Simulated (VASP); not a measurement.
# GaP (scanat) (F-43m) in VASP: single point with r2SCAN

Aim: the single point of GaP (scanat) with r2SCAN.

Everything below comes from runs of VASP 6.6.1. Logs are shortened: lines on timing, memory, paths and dates and some standing lists are left out, and cuts for length are marked.

### Step 1. The cell of the first run

Symmetry: F-43m, No. 216, cubic system. The conventional cell has a = 5.439 Å, b = 5.439 Å, c = 5.439 Å, α = 90.00°, β = 90.00°, γ = 90.00°. Within 3.1 Å of Ga (site symmetry -43m) lie 4 P at 2.36 Å. P (site symmetry -43m) has 4 Ga at 2.36 Å within 3.1 Å.

### Step 2. Single point, r2SCAN

File POSCAR:

```
GaP
1.0
    0.0000000000      2.7194361124      2.7194361124
    2.7194361124      0.0000000000      2.7194361124
    2.7194361124      2.7194361124      0.0000000000
Ga P
1 1
Direct
    0.0000000000      0.0000000000      0.0000000000
    0.7500000000      0.7500000000      0.7500000000
```

File INCAR.step1:

```
PREC = Accurate
ENCUT = 520
ISMEAR = 0
SIGMA = 0.02
LREAL = F
LASPH = T
NELM = 80
NBANDS = 16
GGA = PE
ALGO = Normal
EDIFF = 1E-4
LWAVE = T
LCHARG = F
```

File INCAR.step2:

```
PREC = Accurate
ENCUT = 520
EDIFF = 1E-7
ISMEAR = 0
SIGMA = 0.02
LREAL = F
LASPH = T
NELM = 80
ALGO = Normal
ISIF = 2
LWAVE = F
LCHARG = T
METAGGA = R2SCAN
LMIXTAU = T
LELF = T
LVHAR = T
NBANDS = 16
ISTART = 1
```

File KPOINTS:

```
Automatic mesh
0
Gamma
  8 8 8
```

Potentials or basis: VASP PAW PBE potentials, release 64 (Ga_d, P).

Command:

```
cat potpaw_PBE.64/Ga_d/POTCAR potpaw_PBE.64/P/POTCAR > POTCAR
cp INCAR.step1 INCAR
mpirun -np 1 vasp_std > vasp.out
cp INCAR.step2 INCAR
mpirun -np 1 vasp_std > vasp.out
```

OUTCAR:

```text
PREC = Accurate
   ENCUT = 520
   EDIFF = 1E-7
   ISMEAR = 0
   LREAL = F
   LASPH = T
   NELM = 80
   ISIF = 2
   METAGGA = R2SCAN
   ISTART = 1

 ion  position               nearest neighbor table
   1  0.000  0.000  0.000-   2 2.36   2 2.36   2 2.36   2 2.36
   2  0.750  0.750  0.750-   1 2.36   1 2.36   1 2.36   1 2.36

  LATTYP: Found a face centered cubic cell.
 ALAT       =     5.4388722248

  Lattice vectors:

 A1 = (   0.0000000000,   2.7194361124,   2.7194361124)
 A2 = (   2.7194361124,   0.0000000000,   2.7194361124)
 A3 = (   2.7194361124,   2.7194361124,   0.0000000000)

Analysis of symmetry for initial positions (statically):
=====================================================================
 Subroutine PRICEL returns:
 Original cell was already a primitive cell.

 Routine SETGRP: Setting up the symmetry group for a
 face centered cubic supercell.

 Subroutine GETGRP returns: Found 24 space group operations
 (whereof 24 operations were pure point group operations)
 out of a pool of 48 trial point group operations.

The static configuration has the point symmetry T_d .

Analysis of symmetry for dynamics (positions and initial velocities):
=====================================================================
 Subroutine PRICEL returns:
 Original cell was already a primitive cell.

 Routine SETGRP: Setting up the symmetry group for a
 face centered cubic supercell.

 Subroutine GETGRP returns: Found 24 space group operations
 (whereof 24 operations were pure point group operations)
 out of a pool of 48 trial point group operations.

The dynamic configuration has the point symmetry T_d .

 Subroutine INISYM returns: Found 24 space group operations
 (whereof 24 operations are pure point group operations),
 and found     1 'primitive' translations

----------------------------------------------------------------------------------------

                                     Primitive cell

  volume of cell :      40.2223

  direct lattice vectors                    reciprocal lattice vectors
     0.000000000  2.719436112  2.719436112    -0.183861646  0.183861646  0.183861646
     2.719436112  0.000000000  2.719436112     0.183861646 -0.183861646  0.183861646
     2.719436112  2.719436112  0.000000000     0.183861646  0.183861646 -0.183861646

  length of vectors
     3.845863432  3.845863432  3.845863432     0.318457713  0.318457713  0.318457713

[... 73 lines left out ...]
   ICHARG =      0    charge: 1-file 2-atom 10-const
   ISPIN  =      1    spin polarized calculation?
   LNONCOLLINEAR =      F non collinear calculations
   LSORBIT =      F    spin-orbit coupling
   LASPH  =      T    aspherical Exc in radial PAW
   ENCUT  =  520.0 eV  38.22 Ry    6.18 a.u.   7.15  7.15  7.15*2*pi/ulx,y,z
   NELM   =     80;   NELMIN=  2; NELMDL=  0     # of ELM steps
   EDIFF  = 0.1E-06   stopping-criterion for ELM
   LREAL  =      F    real-space projection
   EDIFFG = 0.1E-05   stopping-criterion for IOM
   NSW    =      0    number of steps for IOM
   IBRION =     -1    ionic relax: 0-MD 1-quasi-New 2-CG
   NFREE  =      0    steps in history (QN), initial steepest desc. (CG)
   ISIF   =      2    stress and relaxation
   ISYM   =      2    0-nonsym 1-usesym 2-fastsym
   POTIM  = 0.5000    time-step for ionic-motion
   TEBEG  =    0.0;   TEEND  =   0.0 temperature during run
   PSTRESS=    0.0 pullay stress
   NELECT =      18.0000    total number of electrons
   NUPDOWN=      -1.0000    fix difference up-down
   EMIN   =  10.00;   EMAX   =-10.00  energy-range for DOS
   EFERMI =   0.00;   METHOD = LEGACY
   ISMEAR =     0;   SIGMA  =   0.02  broadening in eV -4-tet -1-fermi 0-gaus
   EFERMI_NEDOS =   21; number of points for ismear=-14 and -15
   IALGO  =     38    algorithm
   IMIX   =      4    mixing-type and parameters
     AMIX     =   0.40;   BMIX     =  1.00
     AMIX_MAG =   1.60;   BMIX_MAG =  1.00
  volume/ion in A,a.u.               =      20.11       135.72
  Fermi-wavevector in a.u.,A,eV,Ry     =   1.252209  2.366332 21.334306  1.568027
  Thomas-Fermi vector in A             =   2.386120
   LORBIT       =      0    0 simple, 1 ext, 2 COOP (PROOUT), +10 PAW based schemes
   METAGGA = R2SCAN    functional components
   LHFCALC =     F    Hartree Fock is set to
   AEXX    =    0.0000 exact exchange contribution
   IVDW    =     0    specifies the selected vdW correction
   LEPSILON=     F    determine dielectric tensor
   LRPA    =     F    only Hartree local field effects (RPA)
 non-spin polarized calculation
 Gauss-broadening in eV      SIGMA  =   0.02
  energy-cutoff  :      520.00
  volume of cell :       40.22
 maximum number of plane-waves:      1106
 NGX is ok and might be reduce to    30
   NGX = 15   NGY = 15   NGZ = 15

 number of electron      17.9999987 magnetization

 Free energy of the ion-electron system (eV)
  ---------------------------------------------------
  ext. energy  EPLUGINS =         0.00000000
  ---------------------------------------------------
  free energy    TOTEN  =       -21.46266094 eV

  energy without entropy =      -21.46266094  energy(sigma->0) =      -21.46266094

 E-fermi :   4.6455     XC(G=0): -10.5803

 val. band max:        4.5282233212   @ k =   0.0000   0.0000   0.0000
 cond. band min:       6.4205954224   @ k =   0.3750   0.3750   0.0000
 fundamental gap:      1.8923721012
 Fermi energy:         4.6454802420

 k-point     1 :       0.0000    0.0000    0.0000
  band No.  band energies     occupation
      1     -10.4718      2.00000
      2     -10.4718      2.00000
      3     -10.4717      2.00000
      4     -10.3560      2.00000
      5     -10.3560      2.00000
      6      -8.5434      2.00000
[... 433 lines left out ...]
      3     -10.4242      2.00000
      4     -10.3617      2.00000
      5     -10.3481      2.00000
      6      -5.9331      2.00000
[... 8 lines left out ...]
     15      17.2210      0.00000
     16      17.8191      0.00000

 [... further k-points ...]
[... 5 lines left out ...]
  --------------------------------------------------------------------------------------
  -------------------------------------------------------------------------------------
  Total        0.1390649      0.1390649      0.1390649      0.0000000      0.0000000      0.0000000
  in kB        5.5393864      5.5393864      5.5393864      0.0000000      0.0000000      0.0000000
  external PRESSURE =       5.5393864 kB  Pullay stress =       0.0000000 kB

 VOLUME and BASIS-vectors are now :
 -----------------------------------------------------------------------------
  energy-cutoff  :      520.00
  volume of cell :       40.22
      direct lattice vectors                 reciprocal lattice vectors
     0.000000000  2.719436112  2.719436112    -0.183861646  0.183861646  0.183861646
     2.719436112  0.000000000  2.719436112     0.183861646 -0.183861646  0.183861646
     2.719436112  2.719436112  0.000000000     0.183861646  0.183861646 -0.183861646

 POSITION                                       TOTAL-FORCE (eV/Angst)
 -----------------------------------------------------------------------------------
      0.00000      0.00000      0.00000         0.000000      0.000000      0.000000
      4.07915      4.07915      4.07915        -0.000000     -0.000000     -0.000000
 -----------------------------------------------------------------------------------
    total drift:                               -0.000011     -0.000011     -0.000011

  FREE ENERGIE OF THE ION-ELECTRON SYSTEM (eV)
  ---------------------------------------------------
  free  energy   TOTEN  =       -21.4626609438 eV

  energy  without entropy=      -21.4626609438  energy(sigma->0) =      -21.46266094
```

OUTCAR.step1:

```text
PREC = Accurate
   ENCUT = 520
   ISMEAR = 0
   LREAL = F
   LASPH = T
[... 677 lines left out ...]
 -----------------------------------------------------------------------------------
      0.00000      0.00000      0.00000        -0.000000     -0.000000      0.000000
      4.07915      4.07915      4.07915         0.000000      0.000000     -0.000000
 -----------------------------------------------------------------------------------
    total drift:                               -0.000002     -0.000002     -0.000002

  FREE ENERGIE OF THE ION-ELECTRON SYSTEM (eV)
  ---------------------------------------------------
  free  energy   TOTEN  =        -9.1115749550 eV

  energy  without entropy=       -9.1115749550  energy(sigma->0) =       -9.11157495
```

Run time: 51 s. Hardware: 1 thread of Intel Xeon 6975P-C (Granite Rapids), shared host; peak memory 0.17 GiB.

Results:

| Quantity | Value |
| --- | --- |
| Free energy | -21.4627 eV |
| Pressure | 0.6 GPa |
| Band gap on the k mesh | 1.89 eV, indirect (least direct gap 2.40 eV) |

Caveat: the PAW data sets were made with another functional, which shifts forces and pressure a little. r2SCAN opens gaps a little over a GGA but as a rule still falls short of measured ones.
